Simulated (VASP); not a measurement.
# NiO in VASP: further runs, part 2 of 2

VASP 6.6.1. The steps go on from the part before.

### 5 Single point, PBE

Contents of INCAR:

```
SYSTEM = NiO
PREC = Accurate ; ENCUT = 520
EDIFF = 1E-7 ; ISMEAR = 0
SIGMA = 0.1 ; LREAL = .False.
LASPH = .True. ; NELM = 80
ALGO = Normal ; ISIF = 2
LWAVE = .False. ; LCHARG = .False.
GGA = PE ; NBANDS = 24
```

Contents of KPOINTS:

```
Automatic mesh
0
Gamma
  16 16 10
  0 0 0
```

Contents of POSCAR:

```
NiO
1.0
    2.8302264113      0.0000000000      0.0000000000
    0.0000000000      2.8302264113      0.0000000000
    0.0000000000      0.0000000000      5.0097353332
Ni O
2 2
Direct
    0.0000000000      0.5000000000      0.5000000000
    0.5000000000      0.0000000000      0.0000000000
    0.0000000000      0.0000000000      0.2500000000
    0.0000000000      0.0000000000      0.7500000000
```

Potentials or basis: VASP PAW PBE potentials, release 64 (Ni, O).

Run with:

```bash
$ cat potpaw_PBE.64/Ni/POTCAR potpaw_PBE.64/O/POTCAR > POTCAR
$ mpirun -np 1 vasp_std > vasp.out
```

OUTCAR:

```text
SYSTEM = NiO
   PREC = Accurate
   ENCUT = 520
   EDIFF = 1E-7
   ISMEAR = 0
   LREAL = .False.
   LASPH = .True.
   NELM = 80
   ISIF = 2
   GGA = PE

 ion  position               nearest neighbor table
   1  0.000  0.500  0.500-   3 1.89   4 1.89   3 1.89   4 1.89
   2  0.500  0.000  0.000-   3 1.89   4 1.89   3 1.89   4 1.89
   3  0.000  0.000  0.250-   1 1.89   2 1.89   1 1.89   2 1.89
   4  0.000  0.000  0.750-   1 1.89   2 1.89   1 1.89   2 1.89

  LATTYP: Found a simple tetragonal cell.
 ALAT       =     2.8302264113
 C/A-ratio  =     1.7700828857

  Lattice vectors:

 A1 = (   2.8302264113,   0.0000000000,   0.0000000000)
 A2 = (   0.0000000000,   2.8302264113,   0.0000000000)
 A3 = (   0.0000000000,   0.0000000000,   5.0097353332)

Analysis of symmetry for initial positions (statically):
=====================================================================
 Subroutine PRICEL returns:
 Original cell was already a primitive cell.

 Routine SETGRP: Setting up the symmetry group for a
 simple tetragonal supercell.

 Subroutine GETGRP returns: Found 16 space group operations
 (whereof  8 operations were pure point group operations)
 out of a pool of 16 trial point group operations.

The static configuration has the point symmetry D_2h.
 The point group associated with its full space group is D_4h.

Analysis of symmetry for dynamics (positions and initial velocities):
=====================================================================
 Subroutine PRICEL returns:
 Original cell was already a primitive cell.

 Routine SETGRP: Setting up the symmetry group for a
 simple tetragonal supercell.

 Subroutine GETGRP returns: Found 16 space group operations
 (whereof  8 operations were pure point group operations)
 out of a pool of 16 trial point group operations.

[... 115 lines left out ...]
   PSTRESS=    0.0 pullay stress
   NELECT =      32.0000    total number of electrons
   NUPDOWN=      -1.0000    fix difference up-down
   EMIN   =  10.00;   EMAX   =-10.00  energy-range for DOS
   EFERMI =   0.00;   METHOD = LEGACY
   ISMEAR =     0;   SIGMA  =   0.10  broadening in eV -4-tet -1-fermi 0-gaus
   EFERMI_NEDOS =   21; number of points for ismear=-14 and -15
   IALGO  =     38    algorithm
   IMIX   =      4    mixing-type and parameters
     AMIX     =   0.40;   BMIX     =  1.00
     AMIX_MAG =   1.60;   BMIX_MAG =  1.00
  volume/ion in A,a.u.               =      10.03        67.70
  Fermi-wavevector in a.u.,A,eV,Ry     =   1.518119  2.868829 31.357142  2.304685
  Thomas-Fermi vector in A             =   2.627283
   LORBIT       =      0    0 simple, 1 ext, 2 COOP (PROOUT), +10 PAW based schemes
   GGA     = PE    functional components
   LHFCALC =     F    Hartree Fock is set to
   AEXX    =    0.0000 exact exchange contribution
   IVDW    =     0    specifies the selected vdW correction
   LEPSILON=     F    determine dielectric tensor
   LRPA    =     F    only Hartree local field effects (RPA)
 non-spin polarized calculation
 Gauss-broadening in eV      SIGMA  =   0.10
  energy-cutoff  :      520.00
  volume of cell :       40.13
 maximum number of plane-waves:      1103
 NGX is ok and might be reduce to    24
   NGX = 11   NGY = 11   NGZ = 19

 number of electron      31.9999983 magnetization

 Free energy of the ion-electron system (eV)
  ---------------------------------------------------
  ext. energy  EPLUGINS =         0.00000000
  ---------------------------------------------------
  free energy    TOTEN  =       -24.27002862 eV

  energy without entropy =      -24.26076539  energy(sigma->0) =      -24.26539701

 E-fermi :   6.6026     XC(G=0): -11.9246

 val. band max:        6.6003977197   @ k =   0.5000   0.5000   0.5000
 cond. band min:       6.6064966959   @ k =   0.5000   0.1875   0.0000
 fundamental gap:      0.0060989762
 Fermi energy:         6.6026264812

 k-point     1 :       0.0000    0.0000    0.0000
  band No.  band energies     occupation
      1     -14.1796      2.00000
      2     -12.6691      2.00000
      3      -2.3451      2.00000
      4       0.6971      2.00000
      5       0.6971      2.00000
      6       2.6298      2.00000
[... 637 lines left out ...]
     23      20.1283      0.00000
     24      20.4918      0.00000

 [... further k-points ...]
[... 5 lines left out ...]
  --------------------------------------------------------------------------------------
  -------------------------------------------------------------------------------------
  Total        0.1042804      0.1042804      0.2176007     -0.0000000      0.0000000      0.0000000
  in kB        4.1634770      4.1634770      8.6878767     -0.0000000      0.0000000      0.0000000
  external PRESSURE =       5.6716102 kB  Pullay stress =       0.0000000 kB

 VOLUME and BASIS-vectors are now :
 -----------------------------------------------------------------------------
  energy-cutoff  :      520.00
  volume of cell :       40.13
      direct lattice vectors                 reciprocal lattice vectors
     2.830226411  0.000000000  0.000000000     0.353328623  0.000000000  0.000000000
     0.000000000  2.830226411  0.000000000     0.000000000  0.353328623  0.000000000
     0.000000000  0.000000000  5.009735333     0.000000000  0.000000000  0.199611343

 POSITION                                       TOTAL-FORCE (eV/Angst)
 -----------------------------------------------------------------------------------
      0.00000      1.41511      2.50487         0.000000     -0.000000     -0.000000
      1.41511      0.00000      0.00000         0.000000     -0.000000     -0.000000
      0.00000      0.00000      1.25243        -0.000000      0.000000      0.000000
      0.00000      0.00000      3.75730         0.000000     -0.000000     -0.000000
 -----------------------------------------------------------------------------------
    total drift:                                0.000000      0.000000     -0.000000

  FREE ENERGIE OF THE ION-ELECTRON SYSTEM (eV)
  ---------------------------------------------------
  free  energy   TOTEN  =       -24.2700286205 eV

  energy  without entropy=      -24.2607653925  energy(sigma->0) =      -24.26539701
```

OSZICAR:

```text
N       E                     dE             d eps       ncg     rms          rms(c)
DAV:   1     0.251374291960E+03    0.25137E+03   -0.15512E+04 13048   0.174E+03
DAV:   2    -0.521064456199E+01   -0.25658E+03   -0.23028E+03 13464   0.360E+02
DAV:   3    -0.295650842061E+02   -0.24354E+02   -0.23610E+02 15816   0.129E+02
DAV:   4    -0.299821393314E+02   -0.41706E+00   -0.41663E+00 14576   0.175E+01
DAV:   5    -0.299906529490E+02   -0.85136E-02   -0.85133E-02 17272   0.235E+00    0.235E+01
DAV:   6    -0.286812830912E+02    0.13094E+01   -0.30925E+01 17448   0.107E+02    0.241E+01
DAV:   7    -0.242750908198E+02    0.44062E+01   -0.11907E+01 15184   0.948E+01    0.748E+00
DAV:   8    -0.242693734072E+02    0.57174E-02   -0.15590E+00 16400   0.131E+01    0.202E+00
DAV:   9    -0.242705247813E+02   -0.11514E-02   -0.92509E-02 14136   0.270E+00    0.463E-01
DAV:  10    -0.242699377938E+02    0.58699E-03   -0.36340E-03 17848   0.107E+00    0.134E-01
DAV:  11    -0.242700376749E+02   -0.99881E-04   -0.75533E-04 16736   0.281E-01    0.595E-02
DAV:  12    -0.242700196008E+02    0.18074E-04   -0.80138E-05 15840   0.101E-01    0.247E-02
DAV:  13    -0.242700290079E+02   -0.94071E-05   -0.15315E-05 16296   0.531E-02    0.776E-03
DAV:  14    -0.242700284962E+02    0.51173E-06   -0.14166E-06 19136   0.182E-02    0.222E-03
DAV:  15    -0.242700287373E+02   -0.24113E-06   -0.48954E-07 13704   0.562E-03    0.156E-03
DAV:  16    -0.242700286219E+02    0.11547E-06   -0.44330E-08  9960   0.275E-03    0.450E-04
DAV:  17    -0.242700286205E+02    0.13197E-08   -0.18303E-08  7288   0.118E-03
   1 F= -.24270029E+02 E0= -.24265397E+02  d E =-.926323E-02
```

It took 3.1 min on 1 thread of Intel Xeon Platinum 8259CL at 2.50GHz (Skylake/Cascade Lake), shared host; peak memory 0.33 GiB.

What came out:

```
Free energy            : -24.2700 eV
Pressure               : 0.6 GPa
Band gap on the k mesh : zero (bands 16 and 17 overlap by 0.35 eV)
```

Levels at points of the mesh, in eV from the Fermi level:
```tsv
k point	band 12	band 13	band 14	band 15	band 16	band 17	band 18	band 19	band 20	band 21
(0.00, 0.00, 0.00)	-1.29	-1.29	-1.19	-1.07	-1.06	1.53	1.53	2.73	6.61	8.62
(0.50, 0.00, 0.00)	-1.45	-1.26	-0.86	-0.60	-0.15	1.00	1.18	4.27	7.00	7.55
(0.50, 0.50, 0.00)	-1.45	-1.45	-1.23	-0.52	0.21	0.21	1.94	2.46	8.18	11.49
(0.00, 0.00, 0.50)	-1.65	-1.13	-1.13	-0.54	-0.54	0.84	0.84	4.56	4.56	12.78
(0.50, 0.00, 0.50)	-1.60	-1.50	-1.15	-0.94	-0.38	0.94	1.57	4.72	7.13	8.83
(0.50, 0.50, 0.50)	-1.47	-1.03	-1.03	0.00	0.00	0.45	0.45	4.67	4.67	12.15
```

Caveat: the run has no spin polarisation, though such a crystal can be magnetic; semilocal functionals often make such compounds metallic where correlation or magnetic order opens a gap, which also shifts bond lengths.

### 6 Summary

```csv
cell,k mesh,smearing,gap on the mesh (eV),pressure (GPa)
"a = 2.829, b = 2.829, c = 5.016 Å, 4 atoms",6 × 6 × 4,gaussian 0.1 eV,none,0.5
"a = 2.831, b = 2.827, c = 5.016 Å, angles 90.0°, 4 atoms",8 × 6 × 4,gaussian 0.2 eV,none,0.6
"a = 2.830, b = 2.830, c = 5.010 Å, 4 atoms",16 × 16 × 10,gaussian 0.1 eV,none,0.6
```

Alike in all rows: task single point; level PBE; potentials or basis VASP PAW PBE potentials, release 64 (Ni, O); no spin polarisation; cutoff (eV) 520.

Caveats: some runs use coarse meshes; the run has no spin polarisation, though such a crystal can be magnetic; semilocal functionals often make such compounds metallic where correlation or magnetic order opens a gap, which also shifts bond lengths.

Absolute energies hang on the potentials; compare differences alone.
